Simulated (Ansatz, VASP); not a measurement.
# AlNi: VASP beside Ansatz

INCAR

```
PREC = Accurate
ENCUT = 600
EDIFF = 1E-6
ISMEAR = -1
SIGMA = 0.1
LREAL = F
LASPH = T
NELM = 80
ALGO = Normal
ISIF = 3
LWAVE = F
LCHARG = F
GGA = PE
IBRION = 2
NSW = 60
EDIFFG = -0.005
```

KPOINTS

```
regular mesh
0
Gamma
  15 15 15
```

File POSCAR:

```
AlNi
1.0
    2.7995064354      0.0000000000      0.0000000000
    0.0000000000      2.7995064354      0.0000000000
    0.0000000000      0.0000000000      2.7995064354
Ni Al
1 1
Direct
    0.0000000000      0.0000000000      0.0000000000
    0.5000000000      0.5000000000      0.5000000000
```

Input for Ansatz:

```yaml
crystal:
  lattice:
    - [2.7995064354, 0.0, 0.0]
    - [0.0, 2.7995064354, 0.0]
    - [0.0, 0.0, 2.7995064354]
  atoms:
    - { symbol: Ni, position: [0.0, 0.0, 0.0] }
    - { symbol: Al, position: [0.5, 0.5, 0.5] }
kpoints:
  mp_grid: { grid: [15, 15, 15] }
scf:
  occupations: { method: fermi_dirac, width: 0.1 }
hamiltonian:
  xc: pbe
  pseudopotentials: { kind: paw }
output:
  forces: true
  stress: true
  write_density: true
  write_potential: true
  elf: true
  volumetric_format: npy
relax:
  f_tol: 0.005
  max_steps: 40
  cell: {}
```

Alike in both runs: task relaxation of cell and atoms; functional PBE; k mesh 15 × 15 × 15; occupations fermi-dirac, width 0.1 eV; no spin polarisation.

```csv
,VASP,Ansatz
version,VASP 6.6.1,Ansatz 0.2.0
potentials or method,"VASP PAW PBE potentials, release 64 (Ni, Al)","PAW with Ansatz's default frozen-core files, scalar-relativistic"
plane-wave cutoff (eV),600,420
valence electrons in the cell,13,21
```

|  | VASP | Ansatz | Ansatz less VASP |
| --- | --- | --- | --- |
| relaxed volume (Å³/atom) | 12.10 | 12.11 | +0.013 |
| relaxed cell length with the largest relative difference (Å) | 2.893 | 2.894 | +0.0010 |

VASP's potentials hold 13 valence electrons a cell and Ansatz's 21, so a difference there can come from the potentials and not from the codes.
